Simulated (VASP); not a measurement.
A run of VASP 6.6.1 is set up as follows.

INCAR

```
SYSTEM = Cl
  ALGO = Normal
  EDIFF = 1E-6
  ENCUT = 520
  GGA = PS
  ISIF = 2
  ISMEAR = -1
  LASPH = .TRUE.
  LCHARG = .FALSE.
  LREAL = .FALSE.
  LWAVE = .FALSE.
  NBANDS = 22
  NELM = 60
  PREC = Accurate
  SIGMA = 0.02
```

KPOINTS

```
k-points
0
G
  6 6 3
  0 0 0
```

POSCAR

```
Cl
1.0
    3.4761707074     -1.9393336813      0.0000000000
    3.4761707074      1.9393336813      0.0000000000
    0.0000000000      0.0000000000      8.0101284442
Cl
4
Direct
    0.8732971718      0.1267028282      0.1111109402
    0.6267028282      0.3732971718      0.6111109402
    0.1267028282      0.8732971718      0.8888890598
    0.3732971718      0.6267028282      0.3888890598
```

Potentials or basis: VASP PAW PBE potentials, release 64 (Cl).

Command:

```sh
$ cat potpaw_PBE.64/Cl/POTCAR > POTCAR
$ mpirun -np 1 vasp_std > vasp.out
```

Task: Estimate the largest force.

Result: 0.143 eV/Å.

Task: Predict the pressure.

Result: -0.3 GPa.

Stress tensor (GPa, compression positive):
```
-0.07  0.00  0.00
 0.00 -0.19  0.00
 0.00  0.00 -0.62
```

Caveat: the PAW data sets were made with another functional, which shifts forces and pressure a little.
